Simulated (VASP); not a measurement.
# LiTa2O5 (P-62m) in VASP: a series of runs, part 2 of 2

VASP 6.6.1. The steps go on from the part before.

## Step 6: Single point, PBE, collinear spin, ferromagnetic start

This run uses another cell than the first one, of 28.15 Å³/atom, 1.999 times its volume.

INCAR reads:

```
PREC     = Accurate       # precision mode
ENCUT    = 520            # plane-wave cutoff, eV
EDIFF    = 1E-6           # SCF threshold, eV
ISMEAR   = 0              # smearing method
SIGMA    = 0.1            # smearing width, eV
LREAL    = False          # projectors in reciprocal space
LASPH    = True           # aspherical terms in the spheres
NELM     = 150            # most SCF steps
ALGO     = Normal         # electronic algorithm
ISIF     = 2              # what is computed and relaxed
LWAVE    = False          # write WAVECAR
LCHARG   = False          # write CHGCAR
ISPIN    = 2              # spin polarisation
MAGMOM   = 0 1 1 0 0 0 0 0 # initial moments
LORBIT   = 11             # projections on sites
LMAXMIX  = 4              # l up to which the mixer works
GGA      = PE             # functional
NBANDS   = 42             # bands
```

KPOINTS reads:

```
Automatic mesh
0
Gamma
  3 3 4
```

POSCAR reads:

```
LiTa2O5
1.0
    7.6630790600      0.0000000000      0.0000000000
   -3.8315395300      6.6364211400      0.0000000000
    0.0000000000      0.0000000000      4.4279018100
Li Ta O
1 2 5
Direct
    0.0000000000      0.0000000000      0.0000000000
    0.3333333300      0.6666666700      0.5000000000
    0.6666666700      0.3333333300      0.5000000000
    0.3333333300      0.6666666700      0.0000000000
    0.0000000000      0.4543264500      0.5000000000
    0.5456735500      0.5456735500      0.5000000000
    0.4543264500      0.0000000000      0.5000000000
    0.6666666700      0.3333333300      0.0000000000
```

Potentials or basis: VASP PAW PBE potentials, release 64 (Li_sv, Ta_pv, O).

Started as:

```bash
$ cat potpaw_PBE.64/Li_sv/POTCAR potpaw_PBE.64/Ta_pv/POTCAR potpaw_PBE.64/O/POTCAR > POTCAR
$ mpirun -np 1 vasp_std > vasp.out
```

OUTCAR:

```text
PREC = Accurate
   ENCUT = 520
   EDIFF = 1E-6
   ISMEAR = 0
   LREAL = False
   LASPH = True
   NELM = 150
   ISIF = 2
   ISPIN = 2
   LORBIT = 11
   GGA = PE

 ion  position               nearest neighbor table
   1  0.000  0.000  0.000-
   2  0.333  0.667  0.500-   4 2.21   4 2.21   7 2.24   5 2.24   6 2.24
   3  0.667  0.333  0.500-   8 2.21   8 2.21   5 2.24   7 2.24   6 2.24
   4  0.333  0.667  0.000-   2 2.21   2 2.21
   5  0.000  0.454  0.500-   3 2.24   2 2.24
   6  0.546  0.546  0.500-   2 2.24   3 2.24
   7  0.454  0.000  0.500-   2 2.24   3 2.24
   8  0.667  0.333  0.000-   3 2.21   3 2.21

  LATTYP: Found a hexagonal cell.
 ALAT       =     7.6630790600
 C/A-ratio  =     0.5778228014

[... 986 lines left out ...]
     -0.00000      4.42428      0.00000         0.000000      0.000000      0.000000
     -1.74077      3.01510      2.21395        -0.522092      0.904290     -0.000000
      2.09077      3.62132      2.21395        -0.522092     -0.904290      0.000000
      3.48154      0.00000      2.21395         1.044184      0.000000      0.000000
      3.83154      2.21214      0.00000         0.000000      0.000000      0.000000
 -----------------------------------------------------------------------------------
    total drift:                               -0.000000     -0.000000      0.000000

  FREE ENERGIE OF THE ION-ELECTRON SYSTEM (eV)
  ---------------------------------------------------
  free  energy   TOTEN  =       -60.7090795348 eV

  energy  without entropy=      -60.6913644321  energy(sigma->0) =      -60.70022198

 total charge

# of ion       s       p       d       tot
------------------------------------------
    1        1.996   0.002   0.000   1.998
    2        0.238   6.105   1.845   8.187
    3        0.238   6.105   1.845   8.187
    4        1.559   3.310   0.000   4.869
    5        1.557   3.301   0.000   4.859
    6        1.557   3.301   0.000   4.859
    7        1.557   3.301   0.000   4.859
    8        1.559   3.310   0.000   4.869
--------------------------------------------------
tot         10.262  28.735   3.689  42.686

 magnetization (x)

# of ion       s       p       d       tot
------------------------------------------
    1        0.013   0.001   0.000   0.014
    2        0.002   0.000   0.024   0.027
    3        0.002   0.000   0.024   0.027
    4        0.000   0.000   0.000   0.001
    5        0.001  -0.001   0.000   0.001
    6        0.001  -0.001   0.000   0.001
    7        0.001  -0.001   0.000   0.001
    8        0.000   0.000   0.000   0.001
--------------------------------------------------
tot          0.021   0.000   0.049   0.071
```

OSZICAR:

```text
N       E                     dE             d eps       ncg     rms          rms(c)
DAV:   1     0.408970806621E+03    0.40897E+03   -0.26099E+04  1648   0.116E+03
DAV:   2    -0.421801860134E+02   -0.45115E+03   -0.43661E+03  2074   0.291E+02
DAV:   3    -0.796191228850E+02   -0.37439E+02   -0.37081E+02  2018   0.836E+01
[... 14 lines left out ...]
DAV:  18    -0.607090579272E+02   -0.38537E-04   -0.13610E-04  1762   0.518E-02    0.927E-03
DAV:  19    -0.607090718441E+02   -0.13917E-04   -0.67321E-05  1580   0.336E-02    0.792E-03
DAV:  20    -0.607090774455E+02   -0.56014E-05   -0.95291E-06  1466   0.156E-02    0.339E-03
DAV:  21    -0.607090794303E+02   -0.19848E-05   -0.45742E-06  1364   0.877E-03    0.109E-03
DAV:  22    -0.607090795348E+02   -0.10458E-06   -0.60975E-07  1298   0.307E-03
   1 F= -.60709080E+02 E0= -.60700222E+02  d E =-.177151E-01  mag=     0.2867
```

stdout:

```text
POSCAR found type information on POSCAR LiTaO
 POSCAR found :  3 types and       8 ions
 scaLAPACK will be used
 LDA part: xc-table for (Slater+PW92), standard interpolation
 POSCAR, INCAR and KPOINTS ok, starting setup
 FFT: planning ... GRIDC
 FFT: planning ... GRID_SOFT
 FFT: planning ... GRID
 WAVECAR not read
 entering main loop
```

Wall time 2.8 min (1 thread of AMD EPYC 9R45 (Zen 5), shared host); peak memory 0.49 GiB.

Results:

```
Free energy                                           : -60.7091 eV
Largest force                                         : 1.044 eV/Å
Net moment                                            : 0.29 μB per cell
Site moments                                          : Li +0.01; Ta +0.03; O +0.00 μB
Valence electrons inside the program's atomic spheres : Li 2.00; Ta 8.19; O 4.87, 4.86
```

Forces in eV/Å, atoms in the order of the input:
```
Li   0.000  0.000  0.000
Ta   0.000  0.000  0.000
Ta   0.000  0.000  0.000
O    0.000  0.000  0.000
O   -0.522  0.904  0.000
O   -0.522 -0.904  0.000
O    1.044  0.000  0.000
O    0.000  0.000  0.000
```

Levels at points of the mesh, in eV from the Fermi level:
Spin up:
```tsv
k point	band 24	band 25	band 26	band 27	band 28	band 29	band 30	band 31
(0.00, 0.00, 0.00)	-2.59	-2.30	-2.24	-2.24	-0.63	-0.22	-0.22	0.04
(0.00, 0.00, 0.50)	-2.97	-2.96	-1.84	-1.84	0.04	0.04	0.47	1.48
```
Spin down:
```tsv
k point	band 23	band 24	band 25	band 26	band 27	band 28	band 29	band 30	band 31	band 32
(0.00, 0.00, 0.00)	-2.59	-2.59	-2.29	-2.24	-2.24	-0.27	-0.20	-0.20	0.07	0.07
(0.00, 0.00, 0.50)	-3.38	-2.97	-2.96	-1.83	-1.83	0.07	0.07	0.80	1.50	1.50
```

Caveat: the cutoff is under 1.25 times the usual one of these potentials, so pressure, stress and relaxed cells hold a basis-set (Pulay) error; spin-orbit coupling is left out, which moves the levels of the heavy elements; forces of over 1 eV/Å act on the atoms, so gaps and moduli don't describe the material at rest.

## Step 7: The runs side by side

| task | potentials or basis | spin | cell | k mesh | cutoff (eV) | second run | gap on the mesh (eV) | pressure (GPa) | moment (μB) | relaxed volume (Å³/atom) | largest force (eV/Å) |
| --- | --- | --- | --- | --- | --- | --- | --- | --- | --- | --- | --- |
| relaxation of cell and atoms | VASP PAW PBE potentials, release 64 (Li_sv, Ta_pv, O) | off | relaxed from a = 5.774, b = 5.774, c = 3.902 Å, angles 90.0, 90.0, 120.0°, 8 atoms | 6 × 6 × 10 | 600 | - | none | 0.0 | - | 13.97 | - |
| single point | VASP PAW PBE potentials, release 64 (Li_sv, Ta_sv_GW, O) | off | a = 5.774, b = 5.774, c = 3.902 Å, angles 90.0, 90.0, 120.0°, 8 atoms | 3 × 3 × 4 | 750 | valence_matched | none | 0.1 | - | - | 0.04 |
| single point | VASP PAW PBE potentials, release 64 (Li_sv, Ta_pv, O) | collinear, ferromagnetic start | a = 5.774, b = 5.774, c = 3.902 Å, angles 90.0, 90.0, 120.0°, 8 atoms | 3 × 3 × 4 | 520 | - | none | - | 0.00 | - | 0.09 |
| relaxation of cell and atoms | VASP PAW PBE potentials, release 64 (Li_sv, Ta_pv, O) | off | relaxed from a = 7.663, b = 7.663, c = 4.428 Å, angles 90.0, 90.0, 120.0°, 8 atoms | 3 × 3 × 4 | 600 | - | none | 0.1 | - | 14.12 | 0.01 |
| single point | VASP PAW PBE potentials, release 64 (Li_sv, Ta_pv, O) | collinear, ferromagnetic start | a = 7.663, b = 7.663, c = 4.428 Å, angles 90.0, 90.0, 120.0°, 8 atoms | 3 × 3 × 4 | 520 | - | none | - | 0.29 | - | 1.04 |

Alike in all rows: level PBE; smearing gaussian 0.1 eV.

Caveats: some runs use coarse meshes; spin-orbit coupling is left out, which moves the levels of the heavy elements; the cutoff is under 1.25 times the usual one of these potentials, so pressure, stress and relaxed cells hold a basis-set (Pulay) error (some runs); an odd number of electrons without spin polarisation forces a metal (some runs); a magnetic or distorted state may lie lower (some runs); the volume moved by over 15 % at a fixed basis, so the end points are rough (some runs); forces of over 1 eV/Å act on the atoms, so gaps and moduli don't describe the material at rest (some runs).

Absolute energies hang on the potentials; compare differences alone.
